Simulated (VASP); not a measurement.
Li27H20F7:

```xyz
54
Lattice="0.0000 5.9803 5.9803 5.9803 0.0000 5.9803 5.9803 5.9803 0.0000" Properties=species:S:1:pos:R:3 pbc="T T T"
H     2.0547    3.9992    3.9630
H     5.9890    4.0180    4.0279
H     5.9301    3.9980    8.0132
H     5.9633    8.0273    4.0251
H     5.9027    7.9537    7.9785
H     4.0182    2.0061    4.0227
H     3.9460    5.9630    4.0504
H     3.9865    6.0090    7.8756
H     7.9842    5.9946    3.9861
H     8.0685    9.9525    7.9623
H     3.9948    3.9949    5.9690
H     7.9625    3.9429    5.9940
H     8.0768    7.9779    5.9880
H     1.9419    1.9791    2.0044
H     2.0400    5.9931    5.9775
H     6.0335    2.0292    5.9939
H     5.9547    5.9266    1.9134
H     6.0365    5.9652   10.0165
H     6.0079    9.9924    6.0072
H     9.9871    9.9577    9.9665
F     9.9842    7.9093    7.9456
F     7.9915    5.9518    7.9912
F     3.9337    3.9131    1.9884
F     3.9396    8.0040    5.9408
F     7.9444    7.8932    9.9344
F     6.0009    5.9555    6.0412
F     9.9915    5.9846    5.9389
Li    6.0040    5.9903   11.9113
Li    5.9743    3.9763    9.9256
Li    9.9269    5.9648    4.0156
Li    4.0648    9.9446    6.0120
Li    3.9705    3.9082    4.0041
Li    4.0303    4.0054    7.9609
Li    3.9764    7.9967    4.0570
Li    7.9888    9.8742    9.9636
Li    8.0332    7.9203    7.9297
Li    7.9544    2.0762    6.0170
Li    2.1571    2.0033    3.9987
Li    7.9636    5.9862    9.9371
Li    6.0285    7.9334    9.9715
Li    5.9179    6.0222    3.9540
Li    6.0261    5.9708    8.0054
Li    7.9578   11.9261    7.9592
Li    7.9494    4.0037    7.9606
Li    2.0354    4.0094    6.0044
Li    5.9961    9.9900    7.9438
Li    5.9951    4.0051    5.9697
Li    5.9184    7.9752    5.9579
Li   11.8619    8.0421    7.9540
Li    4.0264    2.0326    2.0161
Li    3.9794    2.0292    6.0013
Li    4.0178    5.9828    1.9876
Li    4.0236    5.9453    5.9970
Li    8.0326    6.0168    6.0802
```

Program: VASP 6.6.1. Alike in all runs: task single point; potentials or basis VASP PAW PBE potentials, release 64 (H, F, Li_sv); no spin polarisation; cell as given; cutoff (eV) 520.

Order these runs on this cell by their band gap on the k mesh, lowest first.
A. level PBEsol; k mesh 1 × 1 × 1, shifted; smearing methfessel-paxton 0.05 eV
B. level PBEsol; k mesh 2 × 2 × 1; smearing fermi-dirac 0.05 eV
C. level revPBE; k mesh 1 × 1 × 1, shifted; smearing fermi-dirac 0.05 eV

B (4.10 eV), A (4.85 eV), C (5.19 eV).

Caveats: all runs use coarse meshes.

A k mesh can miss the band edges, odd and even meshes differently.
